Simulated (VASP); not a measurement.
# CrSn7Te8 (P1) in VASP: single point with PBEsol+U

Aim: the single point of CrSn7Te8 with PBEsol+U.

Everything below comes from runs of VASP 6.6.1. Logs are shortened: lines on timing, memory, paths and dates and some standing lists are left out, and cuts for length are marked.

**1. The cell of the first run**

The typed cell holds 16 atoms: a = 8.928 Å, b = 8.928 Å, c = 8.928 Å, α = 60.00°, β = 60.00°, γ = 60.00°.

**2. Single point, PBEsol+U**

File INCAR:

```
SYSTEM = CrSn7Te8
PREC = Accurate ; ENCUT = 520
EDIFF = 1E-7 ; ISMEAR = 0
SIGMA = 0.05 ; LREAL = Auto
LASPH = .True. ; NELM = 150
ALGO = Normal ; ISIF = 2
LWAVE = .False. ; LCHARG = .False.
LMAXMIX = 4 ; LDAU = .True.
LDAUTYPE = 2 ; LDAUL = 2 -1 -1
LDAUU = 3 0 0 ; LDAUJ = 0 0 0
LDAUPRINT = 1 ; GGA = PS
NBANDS = 93 ; KPAR = 4
```

File KPOINTS:

```
regular mesh
0
Gamma
  3 3 3
  0 0 0
```

File POSCAR:

```
CrSn7Te8
1.0
    0.0000000000      6.3130000000      6.3130000000
    6.3130000000      0.0000000000      6.3130000000
    6.3130000000      6.3130000000      0.0000000000
Cr Sn Te
1 7 8
Direct
    0.0008467154      0.9986636730      0.0002187232
    0.0013297623      0.9989548648      0.4993339490
    0.0003726926      0.4998134076      0.9994956441
    0.0003766889      0.4994745909      0.5009679115
    0.5003617172      0.9990345238      0.0010481891
    0.5002783625      0.9995889485      0.4998176557
    0.5011908167      0.4993852418      0.9990403791
    0.5013490237      0.4985089050      0.5000613075
    0.2508253142      0.2495669281      0.2500859500
    0.2438877567      0.2422084259      0.7571963478
    0.2439683222      0.7563098633      0.2427106819
    0.2437741068      0.7564859035      0.7572606123
    0.7581769127      0.2421172722      0.2428823720
    0.7583710249      0.2419359760      0.7570314173
    0.7582038977      0.7564328591      0.2429638664
    0.7506337949      0.7497138146      0.7500368767
```

Potentials or basis: VASP PAW PBE potentials, release 64 (Cr_pv, Sn_d, Te).

On the command line:

```console
cat potpaw_PBE.64/Cr_pv/POTCAR potpaw_PBE.64/Sn_d/POTCAR potpaw_PBE.64/Te/POTCAR > POTCAR
mpirun -np 4 vasp_std > vasp.out
```

OUTCAR:

```text
SYSTEM = CrSn7Te8
   PREC = Accurate
   ENCUT = 520
   EDIFF = 1E-7
   ISMEAR = 0
   LREAL = Auto
   LASPH = .True.
   NELM = 150
   ISIF = 2
   GGA = PS

 ion  position               nearest neighbor table
   1  0.001  0.999  0.000-  15 3.06  12 3.06  11 3.07  14 3.07  13 3.07  10 3.07
   2  0.001  0.999  0.499-  11 3.15  13 3.16  16 3.16   9 3.16  12 3.16  14 3.16
   3  0.000  0.500  0.999-  16 3.15  13 3.16  10 3.16  12 3.16  15 3.16   9 3.16
   4  0.000  0.499  0.501-  16 3.15  14 3.15  10 3.16  15 3.16  11 3.16   9 3.16
   5  0.500  0.999  0.001-  11 3.15   9 3.15  15 3.16  16 3.16  10 3.16  14 3.16
   6  0.500  1.000  0.500-   9 3.15  12 3.16  10 3.16  15 3.16  16 3.16  13 3.16
[... 8 lines left out ...]
  15  0.758  0.756  0.243-   1 3.06   5 3.16   6 3.16   3 3.16   4 3.16   8 3.25
  16  0.751  0.750  0.750-   3 3.15   4 3.15   7 3.16   2 3.16   5 3.16   6 3.16

  LATTYP: Found a face centered cubic cell.
 ALAT       =    12.6260000000

  Lattice vectors:

 A1 = (   0.0000000000,   6.3130000000,   6.3130000000)
 A2 = (   6.3130000000,   0.0000000000,   6.3130000000)
 A3 = (   6.3130000000,   6.3130000000,   0.0000000000)

Analysis of symmetry for initial positions (statically):
=====================================================================
 Subroutine PRICEL returns:
 Original cell was already a primitive cell.

 Routine SETGRP: Setting up the symmetry group for a
 face centered cubic supercell.

 Subroutine GETGRP returns: Found  1 space group operations
 (whereof  1 operations were pure point group operations)
 out of a pool of 48 trial point group operations.

The static configuration has the point symmetry C_1 .

Analysis of symmetry for dynamics (positions and initial velocities):
=====================================================================
 Subroutine PRICEL returns:
 Original cell was already a primitive cell.

 Routine SETGRP: Setting up the symmetry group for a
 face centered cubic supercell.

[... 179 lines left out ...]
 -0.1517  0.6994  0.0004  0.0002  0.0001
  0.0002  0.0004  0.1203  0.0473 -0.0072
 -0.0000  0.0002  0.0473  0.4168  0.0578
 -0.0003  0.0001 -0.0072  0.0578  0.1070

 occupancies and eigenvectors

  o =  0.0876  v =  0.0001 -0.0003  0.5002 -0.2190  0.8378  0.0000  0.0000  0.0000  0.0000  0.0000      0.0000  0.0000  0.0000  0.0000  0.0000  0.0000  0.0000  0.0000  0.0000  0.0000
  o =  0.0876  v =  0.0000  0.0000  0.0000  0.0000  0.0000  0.0001 -0.0003  0.5002 -0.2190  0.8378      0.0000  0.0000  0.0000  0.0000  0.0000  0.0000  0.0000  0.0000  0.0000  0.0000
  o =  0.1227  v = -0.0008 -0.0007  0.8540 -0.0354 -0.5191  0.0000  0.0000  0.0000  0.0000  0.0000      0.0000  0.0000  0.0000  0.0000  0.0000  0.0000  0.0000  0.0000  0.0000  0.0000
  o =  0.1227  v =  0.0000  0.0000  0.0000  0.0000  0.0000 -0.0008 -0.0007  0.8540 -0.0354 -0.5191      0.0000  0.0000  0.0000  0.0000  0.0000  0.0000  0.0000  0.0000  0.0000  0.0000
  o =  0.4338  v =  0.0000  0.0000  0.0000  0.0000  0.0000  0.0004  0.0011 -0.1433 -0.9751 -0.1693      0.0000  0.0000  0.0000  0.0000  0.0000  0.0000  0.0000  0.0000  0.0000  0.0000
  o =  0.4338  v =  0.0004  0.0011 -0.1433 -0.9751 -0.1693  0.0000  0.0000  0.0000  0.0000  0.0000      0.0000  0.0000  0.0000  0.0000  0.0000  0.0000  0.0000  0.0000  0.0000  0.0000
  o =  0.5516  v =  0.0000  0.0000  0.0000  0.0000  0.0000  0.6976  0.7165  0.0012  0.0010 -0.0003      0.0000  0.0000  0.0000  0.0000  0.0000  0.0000  0.0000  0.0000  0.0000  0.0000
  o =  0.5516  v =  0.6976  0.7165  0.0012  0.0010 -0.0003  0.0000  0.0000  0.0000  0.0000  0.0000      0.0000  0.0000  0.0000  0.0000  0.0000  0.0000  0.0000  0.0000  0.0000  0.0000
  o =  0.8552  v =  0.0000  0.0000  0.0000  0.0000  0.0000 -0.7165  0.6976  0.0002  0.0004  0.0004      0.0000  0.0000  0.0000  0.0000  0.0000  0.0000  0.0000  0.0000  0.0000  0.0000
  o =  0.8552  v = -0.7165  0.6976  0.0002  0.0004  0.0004  0.0000  0.0000  0.0000  0.0000  0.0000      0.0000  0.0000  0.0000  0.0000  0.0000  0.0000  0.0000  0.0000  0.0000  0.0000

 number of electron     158.0000011 magnetization

 Free energy of the ion-electron system (eV)
  ---------------------------------------------------
  ext. energy  EPLUGINS =         0.00000000
  ---------------------------------------------------
  free energy    TOTEN  =       -65.93542021 eV

  energy without entropy =      -65.89363810  energy(sigma->0) =      -65.91452916

 E-fermi :   6.3704     XC(G=0):  -9.5740

 val. band max:        6.3676746643   @ k =  -0.3333   0.3333   0.0000
 cond. band min:       6.3749844575   @ k =   0.3333   0.3333   0.0000
 fundamental gap:      0.0073097932
 Fermi energy:         6.3704176609

 k-point     1 :       0.0000    0.0000    0.0000
  band No.  band energies     occupation
      1     -36.7078      2.00000
      2     -36.3987      2.00000
      3     -35.8809      2.00000
      4     -15.5827      2.00000
      5     -15.5783      2.00000
      6     -15.5738      2.00000
[... 1305 lines left out ...]
     90       8.4999      0.00000
     91       8.6454      0.00000
 [bands above 91 left out]

------------------------ aborting loop because EDIFF is reached ----------------------------------------

  FORCE on cell =-STRESS in cart. coord.  units (eV):
  Direction    XX          YY          ZZ          XY          YZ          ZX
  --------------------------------------------------------------------------------------
  -------------------------------------------------------------------------------------
  Total       -9.0419988     -8.1532013     -9.0664772     -0.0168015     -0.0134200      0.1457568
  in kB      -28.7897346    -25.9598024    -28.8676739     -0.0534961     -0.0427293      0.4640899
  external PRESSURE =     -27.8724036 kB  Pullay stress =       0.0000000 kB

 VOLUME and BASIS-vectors are now :
 -----------------------------------------------------------------------------
  energy-cutoff  :      520.00
  volume of cell :      503.20
      direct lattice vectors                 reciprocal lattice vectors
     0.000000000  6.313000000  6.313000000    -0.079201647  0.079201647  0.079201647
     6.313000000  0.000000000  6.313000000     0.079201647 -0.079201647  0.079201647
     6.313000000  6.313000000  0.000000000     0.079201647  0.079201647 -0.079201647

 POSITION                                       TOTAL-FORCE (eV/Angst)
 -----------------------------------------------------------------------------------
      6.30594      0.00673      6.30991        -0.005070      0.001301     -0.000370
      9.45870      3.16069      6.31480         0.006081     -0.005024      0.002509
      9.46514      6.31217      3.15767         0.009015      0.012654     -0.006270
      6.31579      3.16499      3.15556        -0.014312     -0.001224     -0.002981
      6.31352      3.16540      9.46569        -0.000056      0.001500      0.009349
      9.46575      6.31361      9.46866         0.002748     -0.002651      0.006313
[... 8 lines left out ...]
      6.30919      6.32037      9.56190        -0.039260      0.000532      0.573958
      9.46793      9.47373      9.47169        -0.002762      0.008888      0.000907
 -----------------------------------------------------------------------------------
    total drift:                                0.032381     -0.015657     -0.009846

  FREE ENERGIE OF THE ION-ELECTRON SYSTEM (eV)
  ---------------------------------------------------
  free  energy   TOTEN  =       -65.9354202072 eV

  energy  without entropy=      -65.8936381044  energy(sigma->0) =      -65.91452916
```

OSZICAR:

```text
N       E                     dE             d eps       ncg     rms          rms(c)
DAV:   1     0.182039871222E+04    0.18204E+04   -0.68565E+04  2764   0.197E+03
DAV:   2     0.273299349937E+03   -0.15471E+04   -0.15174E+04  2604   0.585E+02
[... 13 lines left out ...]
DAV:  58    -0.659354189034E+02   -0.23615E-05   -0.52114E-05  3440   0.116E-02    0.619E-02
DAV:  59    -0.659354168317E+02    0.20717E-05   -0.21424E-05  2736   0.961E-03    0.450E-02
DAV:  60    -0.659354171466E+02   -0.31492E-06   -0.10365E-05  2752   0.592E-03    0.392E-02
DAV:  61    -0.659354200679E+02   -0.29213E-05   -0.10444E-05  2672   0.452E-03    0.435E-02
DAV:  62    -0.659354202267E+02   -0.15879E-06   -0.43485E-06  2328   0.286E-03    0.396E-02
DAV:  63    -0.659354202072E+02    0.19441E-07   -0.62448E-08  1739   0.123E-03
   1 F= -.65935420E+02 E0= -.65914529E+02  d E =-.417821E-01
```

stdout:

```text
POSCAR found type information on POSCAR CrSnTe
 POSCAR found :  3 types and      16 ions
 scaLAPACK will be used
 -----------------------------------------------------------------------------
|                                                                             |
|                                                                             |
|     You enforced a specific xc type in the INCAR file but a different       |
|     I HOPE YOU KNOW WHAT YOU ARE DOING!                                     |
|                                                                             |
 -----------------------------------------------------------------------------

 LDA part: xc-table for (Slater+PW92), standard interpolation
 POSCAR, INCAR and KPOINTS ok, starting setup
 FFT: planning ... GRIDC
 FFT: planning ... GRID_SOFT
 FFT: planning ... GRID
 WAVECAR not read
 entering main loop
```

It took 35 min on 4 MPI ranks of AMD EPYC 7R13 (Zen 3), shared host; peak memory 0.96 GiB.

Results:

* Free energy: -65.9354 eV
* Pressure: -2.8 GPa
* Largest force: 0.575 eV/Å
* Band gap on the k mesh: zero (band 79 reaches 6.52 eV, above the bottom of band 80 at 6.33 eV)

Forces on the atoms (eV/Å):
```
Cr  -0.005  0.001  0.000
Sn   0.006 -0.005  0.003
Sn   0.009  0.013 -0.006
Sn  -0.014 -0.001 -0.003
Sn   0.000  0.002  0.009
Sn   0.003 -0.003  0.006
Sn  -0.001  0.004 -0.011
Sn   0.001 -0.004 -0.001
Te   0.000 -0.013  0.000
Te   0.037  0.002 -0.568
Te   0.002 -0.499 -0.001
Te   0.570 -0.003 -0.036
Te  -0.568 -0.002  0.035
Te   0.002  0.498 -0.001
Te  -0.039  0.001  0.574
Te  -0.003  0.009  0.001
```

Levels at points of the mesh, in eV from the Fermi level:
```tsv
k point	band 77	band 78	band 79	band 80	band 81	band 82
(0.00, 0.00, 0.00)	-0.44	0.04	0.15	0.15	0.17	0.41
```

Eigenvalues of the final occupation matrices:
```csv
site,spin,trace,eigenvalues
site 1 d,1,2.05,0.09 0.12 0.43 0.55 0.86
site 1 d,2,2.05,0.09 0.12 0.43 0.55 0.86
```

Caveat: the PAW data sets were made with another functional, which shifts forces and pressure a little; spin-orbit coupling is left out, which moves the levels of the heavy elements; U without spin polarisation on a metal has little footing; the U is typed as a test and isn't derived for this compound.
